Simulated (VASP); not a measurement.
# Hf (P6_3/mmc) in VASP: a series of runs

The runs below take Hf through single point, relaxation of cell and atoms, with HSE06, PBE-based screened hybrid with 25 % exact exchange.

Program: VASP 6.6.1. These are calculated values, not measurements. Logs are shortened: lines on timing, memory, paths and dates and some standing lists are left out, and cuts for length are marked.

## Step 1: The cell of the first run

It takes space group P6_3/mmc (No. 194, hexagonal). Conventional cell: a = 3.259 Å, b = 3.259 Å, c = 5.157 Å, α = 90.00°, β = 90.00°, γ = 120.00°. Within 4.2 Å of Hf (site symmetry -6m2) lie 12 Hf at 3.19 to 3.26 Å.

## Step 2: Single point, HSE06

The input, POSCAR:

```
Hf
1.0
    3.2593963094      0.0000000000      0.0000000000
   -1.6296981547      2.8227200050      0.0000000000
    0.0000000000      0.0000000000      5.1569977332
Hf
2
Direct
    0.6666666667      0.3333333333      0.7500000000
    0.3333333333      0.6666666667      0.2500000000
```

The input, INCAR.step1:

```
SYSTEM = Hf
PREC     = Accurate       ! precision mode
ENCUT    = 520            ! plane-wave cutoff, eV
EDIFF    = 1E-5           ! SCF threshold, eV
ISMEAR   = -1             ! smearing method
SIGMA    = 0.05           ! smearing width, eV
LREAL    = .FALSE.        ! projectors in reciprocal space
LASPH    = .TRUE.         ! aspherical terms in the spheres
NELM     = 60             ! most SCF steps
ALGO     = Normal         ! electronic algorithm
ISIF     = 2              ! what is computed and relaxed
LWAVE    = .TRUE.         ! write WAVECAR
LCHARG   = .FALSE.        ! write CHGCAR
GGA      = PE             ! functional
NBANDS   = 17             ! bands
```

The input, INCAR.step2:

```
SYSTEM = Hf
PREC     = Accurate       ! precision mode
ENCUT    = 520            ! plane-wave cutoff, eV
EDIFF    = 1E-6           ! SCF threshold, eV
ISMEAR   = -1             ! smearing method
SIGMA    = 0.05           ! smearing width, eV
LREAL    = .FALSE.        ! projectors in reciprocal space
LASPH    = .TRUE.         ! aspherical terms in the spheres
NELM     = 60             ! most SCF steps
ALGO     = Normal         ! electronic algorithm
ISIF     = 2              ! what is computed and relaxed
LWAVE    = .FALSE.        ! write WAVECAR
LCHARG   = .FALSE.        ! write CHGCAR
GGA      = PE             ! functional
LHFCALC  = .TRUE.         ! exact exchange
HFSCREEN = 0.2079         ! screening, 1/A
PRECFOCK = Normal       
ISTART   = 1            
NBANDS   = 17             ! bands
```

The input, KPOINTS:

```
Automatic mesh
0
G
  6 6 4
  0 0 0
```

Potentials or basis: VASP PAW PBE potentials, release 64 (Hf_pv).

Run with:

```bash
$ cat potpaw_PBE.64/Hf_pv/POTCAR > POTCAR
$ cp INCAR.step1 INCAR
$ mpirun -np 1 vasp_std > vasp.out
$ cp INCAR.step2 INCAR
$ mpirun -np 1 vasp_std > vasp.out
```

OUTCAR:

```text
SYSTEM = Hf
   PREC = Accurate
   ENCUT = 520
   EDIFF = 1E-6
   ISMEAR = -1
   LREAL = .FALSE.
   LASPH = .TRUE.
   NELM = 60
   ISIF = 2
   GGA = PE
   LHFCALC = .TRUE.
   HFSCREEN = 0.2079
   PRECFOCK = Normal
   ISTART = 1

 ion  position               nearest neighbor table
   1  0.667  0.333  0.750-   2 3.19   2 3.19   2 3.19   2 3.19   2 3.19   2 3.19
   2  0.333  0.667  0.250-   1 3.19   1 3.19   1 3.19   1 3.19   1 3.19   1 3.19

  LATTYP: Found a hexagonal cell.
 ALAT       =     3.2593963094
 C/A-ratio  =     1.5821941377

  Lattice vectors:

 A1 = (   3.2593963094,   0.0000000000,   0.0000000000)
 A2 = (  -1.6296981547,   2.8227200050,   0.0000000000)
 A3 = (   0.0000000000,   0.0000000000,   5.1569977332)

Analysis of symmetry for initial positions (statically):
=====================================================================
 Subroutine PRICEL returns:
 Original cell was already a primitive cell.

 Routine SETGRP: Setting up the symmetry group for a
 hexagonal supercell.

 Subroutine GETGRP returns: Found 24 space group operations
 (whereof 12 operations were pure point group operations)
 out of a pool of 24 trial point group operations.

The static configuration has the point symmetry D_3d.
 The point group associated with its full space group is D_6h.

Analysis of symmetry for dynamics (positions and initial velocities):
=====================================================================
 Subroutine PRICEL returns:
 Original cell was already a primitive cell.

 Routine SETGRP: Setting up the symmetry group for a
 hexagonal supercell.

 Subroutine GETGRP returns: Found 24 space group operations
 (whereof 12 operations were pure point group operations)
 out of a pool of 24 trial point group operations.

The dynamic configuration has the point symmetry D_3d.
 The point group associated with its full space group is D_6h.

 Subroutine INISYM returns: Found 24 space group operations
 (whereof 12 operations are pure point group operations),
 and found     1 'primitive' translations

----------------------------------------------------------------------------------------
[... 88 lines left out ...]
   NELM   =     60;   NELMIN=  2; NELMDL=  0     # of ELM steps
   EDIFF  = 0.1E-05   stopping-criterion for ELM
   LREAL  =      F    real-space projection
   EDIFFG = 0.1E-04   stopping-criterion for IOM
   NSW    =      0    number of steps for IOM
   IBRION =     -1    ionic relax: 0-MD 1-quasi-New 2-CG
   NFREE  =      0    steps in history (QN), initial steepest desc. (CG)
   ISIF   =      2    stress and relaxation
   ISYM   =      3    0-nonsym 1-usesym 2-fastsym
   POTIM  = 0.5000    time-step for ionic-motion
   TEBEG  =    0.0;   TEEND  =   0.0 temperature during run
   PSTRESS=    0.0 pullay stress
   NELECT =      20.0000    total number of electrons
   NUPDOWN=      -1.0000    fix difference up-down
   EMIN   =  10.00;   EMAX   =-10.00  energy-range for DOS
   EFERMI =   0.00;   METHOD = LEGACY
   ISMEAR =    -1;   SIGMA  =   0.05  broadening in eV -4-tet -1-fermi 0-gaus
   EFERMI_NEDOS =   21; number of points for ismear=-14 and -15
   IALGO  =     38    algorithm
   IMIX   =      1    mixing-type and parameters
     AMIX     =   0.40;   BMIX     =  1.00
     AMIX_MAG =   1.60;   BMIX_MAG =  1.00
  volume/ion in A,a.u.               =      23.72       160.09
  Fermi-wavevector in a.u.,A,eV,Ry     =   1.227489  2.319617 20.500288  1.506729
  Thomas-Fermi vector in A             =   2.362450
   LORBIT       =      0    0 simple, 1 ext, 2 COOP (PROOUT), +10 PAW based schemes
   GGA     = PE    functional components
   LHFCALC =     T    Hartree Fock is set to
   PRECFOCK=normal    Normal, Fast or Accurate (Low or Medium for compatibility)
   ENCUT4O =  -1.0   cutoff for four orbital integrals eV
   NKREDX  =     1    reduce k-point grid by
   NKREDY  =     1    reduce k-point grid by
   NKREDZ  =     1    reduce k-point grid by
   AEXX    =    0.2500 exact exchange contribution
   HFSCREEN=    0.2079 screening length (either q_TF or 0.3 A-1)
   HFSCREENC=   0.2079 screening length for correlation (either q_TF or 0.3 A-1)
   ENCUTFOCK=  -1.0 apply spherical cutoff to Coloumb kernel
   IVDW    =     0    specifies the selected vdW correction
   LEPSILON=     F    determine dielectric tensor
   LRPA    =     F    only Hartree local field effects (RPA)
 non-spin polarized calculation
  energy-cutoff  :      520.00
  volume of cell :       47.45
 maximum number of plane-waves:      1302
  NGX = 20; NGY = 20; NGZ = 30

 number of electron      19.9999999 magnetization

 Free energy of the ion-electron system (eV)
  ---------------------------------------------------
  ext. energy  EPLUGINS =         0.00000000
  ---------------------------------------------------
  free energy    TOTEN  =       -22.47626442 eV

  energy without entropy =      -22.45990000  energy(sigma->0) =      -22.46808221

 E-fermi :   4.5577     XC(G=0):  -9.0800

 val. band max:        4.5435778829   @ k =   0.3333   0.1667   0.5000
 cond. band min:       4.5664146499   @ k =   0.0000   0.0000   0.0000
 fundamental gap:      0.0228367671
 Fermi energy:         4.5576636857

 k-point     1 :       0.0000    0.0000    0.0000
  band No.  band energies     occupation
      1     -29.0980      2.00000
      2     -28.4235      2.00000
      3     -28.4235      2.00000
      4     -28.3137      2.00000
      5     -28.3137      2.00000
      6     -28.2977      2.00000
[... 397 lines left out ...]
      4     -28.7192      2.00000
      5     -28.4216      2.00000
      6     -28.4216      2.00000
[... 9 lines left out ...]
     16       9.8898      0.00000
     17      13.2684      0.00000

------------------------ aborting loop because EDIFF is reached ----------------------------------------

  FORCE on cell =-STRESS in cart. coord.  units (eV):
  Direction    XX          YY          ZZ          XY          YZ          ZX
  --------------------------------------------------------------------------------------
  -------------------------------------------------------------------------------------
  Total       -1.7597787     -1.7597787     -1.6920205     -0.0000000      0.0000000     -0.0000000
  in kB      -59.4246626    -59.4246626    -57.1365876     -0.0000000      0.0000000     -0.0000000
  external PRESSURE =     -58.6619709 kB  Pullay stress =       0.0000000 kB

 VOLUME and BASIS-vectors are now :
 -----------------------------------------------------------------------------
  energy-cutoff  :      520.00
  volume of cell :       47.45
      direct lattice vectors                 reciprocal lattice vectors
     3.259396309  0.000000000  0.000000000     0.306805281  0.177134111  0.000000000
    -1.629698155  2.822720005  0.000000000     0.000000000  0.354268223  0.000000000
     0.000000000  0.000000000  5.156997733     0.000000000  0.000000000  0.193911274

 POSITION                                       TOTAL-FORCE (eV/Angst)
 -----------------------------------------------------------------------------------
      1.62970      0.94091      3.86775         0.000000      0.000000      0.000000
     -0.00000      1.88181      1.28925        -0.000000     -0.000000     -0.000000
 -----------------------------------------------------------------------------------
    total drift:                               -0.000000      0.000000      0.000000

  FREE ENERGIE OF THE ION-ELECTRON SYSTEM (eV)
  ---------------------------------------------------
  free  energy   TOTEN  =       -22.4762644181 eV

  energy  without entropy=      -22.4598999962  energy(sigma->0) =      -22.46808221
```

OUTCAR.step1:

```text
SYSTEM = Hf
   PREC = Accurate
   ENCUT = 520
   EDIFF = 1E-5
   ISMEAR = -1
   LREAL = .FALSE.
[... 638 lines left out ...]
      1.62970      0.94091      3.86775        -0.000000      0.000000      0.000000
     -0.00000      1.88181      1.28925         0.000000     -0.000000      0.000000
 -----------------------------------------------------------------------------------
    total drift:                                0.000000     -0.000000      0.000000

  FREE ENERGIE OF THE ION-ELECTRON SYSTEM (eV)
  ---------------------------------------------------
  free  energy   TOTEN  =       -19.7915852867 eV

  energy  without entropy=      -19.7688634566  energy(sigma->0) =      -19.78022437
```

It took 61 min on 1 thread of Intel Xeon Platinum 8259CL at 2.50GHz (Skylake/Cascade Lake), shared host; peak memory 0.29 GiB.

Results:

```
Free energy            : -22.4763 eV
Pressure               : -5.9 GPa
Band gap on the k mesh : zero (bands 10 and 11 overlap by 2.21 eV)
```

Levels at points of the mesh, in eV from the Fermi level:
| k point | band 8 | band 9 | band 10 | band 11 | band 12 | band 13 |
| --- | --- | --- | --- | --- | --- | --- |
| (0.00, 0.00, 0.00) | -4.16 | 0.01 | 1.53 | 1.53 | 1.85 | 2.38 |
| (0.50, 0.00, 0.00) | -3.04 | -2.46 | -1.45 | 1.00 | 1.22 | 1.94 |
| (0.00, 0.00, 0.50) | -6.25 | 0.17 | 0.17 | 1.43 | 1.43 | 1.43 |
| (0.50, 0.00, 0.50) | -3.76 | -1.19 | -1.19 | 0.94 | 0.94 | 3.02 |

Caveat: the k points lie up to 0.37 Å⁻¹ apart, too coarse for converged energies and pressures of a metal; the PAW data sets were made with another functional, which shifts forces and pressure a little; spin-orbit coupling is left out, which moves the levels of the heavy elements.

## Step 3: Single point, HSE06

This run uses another cell than the first one, of 21.04 Å³/atom.

The input, POSCAR:

```
Hf
1.0
    3.1314429137      0.0000000000      0.0000000000
   -1.5657214569      2.7119091138      0.0000000000
    0.0000000000      0.0000000000      4.9545506207
Hf
2
Direct
    0.6666666667      0.3333333333      0.7500000000
    0.3333333333      0.6666666667      0.2500000000
```

The input, INCAR.step1:

```
SYSTEM = Hf
ALGO = Normal ; EDIFF = 1E-5
ENCUT = 520 ; GGA = PE
ISIF = 2 ; ISMEAR = -1
LASPH = .TRUE. ; LCHARG = .FALSE.
LREAL = .FALSE. ; LWAVE = .TRUE.
NBANDS = 17 ; NELM = 100
PREC = Accurate ; SIGMA = 0.05
```

The input, INCAR.step2:

```
SYSTEM = Hf
ALGO = Normal ; EDIFF = 1E-6
ENCUT = 520 ; GGA = PE
HFSCREEN = 0.2079 ; ISIF = 2
ISMEAR = -1 ; ISTART = 1
LASPH = .TRUE. ; LCHARG = .FALSE.
LHFCALC = .TRUE. ; LREAL = .FALSE.
LWAVE = .FALSE. ; NBANDS = 17
NELM = 100 ; PREC = Accurate
PRECFOCK = Normal ; SIGMA = 0.05
```

The input, KPOINTS:

```
k-points
0
G
  6 6 4
  0 0 0
```

Potentials or basis: VASP PAW PBE potentials, release 64 (Hf_pv).

Run with:

```bash
$ cat potpaw_PBE.64/Hf_pv/POTCAR > POTCAR
$ cp INCAR.step1 INCAR
$ mpirun -np 1 vasp_std > vasp.out
$ cp INCAR.step2 INCAR
$ mpirun -np 1 vasp_std > vasp.out
```

Wall time 85 min (1 thread of Intel Xeon 8259CL, shared host); peak memory 0.28 GiB.

The run converged. Its results:

| Quantity | Value |
| --- | --- |
| Free energy | -22.4577 eV |
| Pressure | 8.0 GPa |
| Band gap on the k mesh | zero (bands 10 and 11 overlap by 2.08 eV) |

Stress tensor (GPa, compression positive):
```
7.83 0.00 0.00
0.00 7.83 0.00
0.00 0.00 8.38
```

Levels at points of the mesh, in eV from the Fermi level:
```tsv
k point	band 6	band 7	band 8	band 9	band 10	band 11	band 12	band 13	band 14	band 15
(0.00, 0.00, 0.00)	-32.40	-8.83	-4.58	0.45	1.51	1.51	1.90	2.54	2.54	3.37
(0.50, 0.00, 0.00)	-32.53	-4.14	-3.57	-2.92	-1.27	1.16	1.18	2.17	7.00	7.60
(0.00, 0.00, 0.50)	-32.50	-6.47	-6.47	0.10	0.10	1.42	1.42	1.42	1.42	5.83
(0.50, 0.00, 0.50)	-32.67	-4.21	-4.21	-1.40	-1.40	1.31	1.31	3.29	3.29	7.16
```

Caveat: the k points lie up to 0.39 Å⁻¹ apart, too coarse for converged energies and pressures of a metal; the PAW data sets were made with another functional, which shifts forces and pressure a little; spin-orbit coupling is left out, which moves the levels of the heavy elements.

## Step 4: Relaxation of cell and atoms, PBE-based screened hybrid with 25 % exact exchange

This run uses another cell than the first one, of 22.38 Å³/atom.

The input, POSCAR:

```
Hf
1.0
    3.1967000000      0.0000000000      0.0000000000
   -1.5983500000      2.7684234083      0.0000000000
    0.0000000000      0.0000000000      5.0578000000
Hf
2
Direct
    0.6666666667      0.3333333333      0.7500000000
    0.3333333333      0.6666666667      0.2500000000
```

The input, INCAR.step1:

```
SYSTEM = Hf
  PREC = Accurate
  ENCUT = 600
  EDIFF = 1E-5
  ISMEAR = -1
  SIGMA = 0.05
  LREAL = .FALSE.
  LASPH = .TRUE.
  NELM = 100
  ALGO = Normal
  LWAVE = .TRUE.
  LCHARG = .FALSE.
  GGA = PE
  NBANDS = 17
```

The input, INCAR.step2:

```
SYSTEM = Hf
  PREC = Accurate
  ENCUT = 600
  EDIFF = 1E-6
  ISMEAR = -1
  SIGMA = 0.05
  LREAL = .FALSE.
  LASPH = .TRUE.
  NELM = 100
  ALGO = Normal
  ISIF = 3
  LWAVE = .FALSE.
  LCHARG = .FALSE.
  GGA = PE
  LHFCALC = .TRUE.
  AEXX = 0.25
  HFSCREEN = 0.3
  PRECFOCK = Normal
  IBRION = 2
  NSW = 60
  EDIFFG = -0.01
  ISTART = 1
```

The input, KPOINTS:

```
regular mesh
0
G
  5 5 3
  0 0 0
```

Run with:

```bash
$ cat potpaw_PBE.64/Hf_pv/POTCAR > POTCAR
$ cp INCAR.step1 INCAR
$ mpirun -np 1 vasp_std > vasp.out
$ cp INCAR.step2 INCAR
$ mpirun -np 1 vasp_std > vasp.out
```

Run time: 81 min. Hardware: 1 thread of Intel Xeon 8259CL, shared host; peak memory 0.3 GiB.

Results (log left out):

* Free energy: -21.8650 eV
* Relaxed volume: 22.15 Å³/atom
* Relaxed cell: a = 3.211 Å, b = 3.211 Å, c = 4.961 Å, α = 90.00°, β = 90.00°, γ = 120.00°
* Space group after relaxing (to 0.1 Å): P6_3/mmc (No. 194)
* Energy gained by relaxing: 3.4 meV/atom
* Ionic steps: 4
* Pressure after relaxing: 0.0 GPa
* Band gap on the k mesh: zero (bands 10 and 11 overlap by 1.39 eV)

The path:
| step | energy change (eV) | largest force (eV/Å) | pressure (GPa) | volume (Å³) |
| --- | --- | --- | --- | --- |
| 1 | 0.0000 | 0.0000 | -1.13 | 44.76 |
| 2 | -0.0038 | 0.0000 | 1.42 | 43.74 |
| 3 | -0.0048 | 0.0000 | 0.63 | 44.07 |
| 4 | -0.0069 | 0.0000 | 0.00 | 44.30 |

Final structure:
```yaml
crystal:
  lattice:
    - [3.21083, 0.00000, 0.00000]
    - [-1.60541, 2.78066, 0.00000]
    - [0.00000, 0.00000, 4.96131]
  atoms:
    - { symbol: Hf, position: [0.66667, 0.33333, 0.75000] }
    - { symbol: Hf, position: [0.33333, 0.66667, 0.25000] }
```

Levels at points of the mesh, in eV from the Fermi level:
| k point | band 6 | band 7 | band 8 | band 9 | band 10 | band 11 | band 12 | band 13 | band 14 |
| --- | --- | --- | --- | --- | --- | --- | --- | --- | --- |
| (0.00, 0.00, 0.00) | -32.33 | -8.34 | -4.09 | 0.65 | 1.38 | 1.38 | 2.08 | 2.42 | 2.42 |

Caveat: the k points lie up to 0.45 Å⁻¹ apart in the final cell, too coarse for converged energies and pressures of a metal; the PAW data sets were made with another functional, which shifts forces and pressure a little; spin-orbit coupling is left out, which moves the levels of the heavy elements.

## Step 5: Summary

| task | level | cell | k mesh | cutoff (eV) | screening parameter | gap on the mesh (eV) | pressure (GPa) |
| --- | --- | --- | --- | --- | --- | --- | --- |
| single point | HSE06 | a = 3.259, b = 3.259, c = 5.157 Å, angles 90.0, 90.0, 120.0°, 2 atoms | 6 × 6 × 4 | 520 | 0.2079 1/Å | none | -5.9 |
| single point | HSE06 | a = 3.131, b = 3.131, c = 4.955 Å, angles 90.0, 90.0, 120.0°, 2 atoms | 6 × 6 × 4 | 520 | 0.2079 1/Å | none | 8.0 |
| relaxation of cell and atoms | PBE-based screened hybrid with 25 % exact exchange | relaxed from a = 3.197, b = 3.197, c = 5.058 Å, angles 90.0, 90.0, 120.0°, 2 atoms | 5 × 5 × 3 | 600 | 0.3 1/Å | none | 0.0 |

Alike in all rows: potentials or basis VASP PAW PBE potentials, release 64 (Hf_pv); no spin polarisation; smearing fermi-dirac 0.05 eV.

Caveats: all runs use coarse meshes; the PAW data sets were made with another functional, which shifts forces and pressure a little; spin-orbit coupling is left out, which moves the levels of the heavy elements.

Total energies depend on the potentials used, so only differences within one code and one set of settings carry meaning.

The gap in the log of VASP goes by the Fermi energy; the results here count the filled bands.